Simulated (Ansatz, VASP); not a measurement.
# Two plane-wave programs on Sr2Sb2O

```
Sr Sb O
1.0
     3.63011    0.00000    0.00000
    -1.81506    3.14377    0.00000
     0.00000    0.00000    8.63056
Sr Sb O
2 2 1
Direct
  0.33333 0.66667 0.90833
  0.66667 0.33333 0.09167
  0.66667 0.33333 0.66634
  0.33333 0.66667 0.33366
  0.00000 0.00000 0.00000
```

Alike in both runs: task relaxation of cell and atoms; functional PBE; dispersion D3(BJ); k mesh 6 × 6 × 2; occupations gaussian, width 0.1 eV; no spin polarisation.

|  | VASP | Ansatz |
| --- | --- | --- |
| version | VASP 6.6.1 | Ansatz 0.2.0 |
| potentials or method | VASP PAW PBE potentials, release 64 (Sr_sv, Sb_d_GW, O), cutoff 600 eV | scalar-relativistic, plane waves, PAW |
| valence electrons in the cell | 56 | 56 |

VASP gave:

| Quantity | Value |
| --- | --- |
| gap on the k mesh at the Fermi level, each at its own relaxed structure (eV) | none |
| relaxed volume (Å³/atom) | 25.59 |
| relaxed cell length with the largest relative difference (Å) | 11.276 |

Question: Which values does Ansatz return?

Answer: gap on the k mesh at the Fermi level, each at its own relaxed structure (eV): none; relaxed volume (Å³/atom): 25.72; relaxed cell length with the largest relative difference (Å): 9.392.

A gap of «none» marks a metal or a gap that the smearing closes. One of these differences is far larger than is usual between the two programs; its cause wasn't traced.

The k mesh is coarse, so the values compare programs but aren't converged. Spin-orbit coupling is off throughout. Noted on VASP's run: the volume moved by over 15 % at a fixed basis, so the end points are rough.
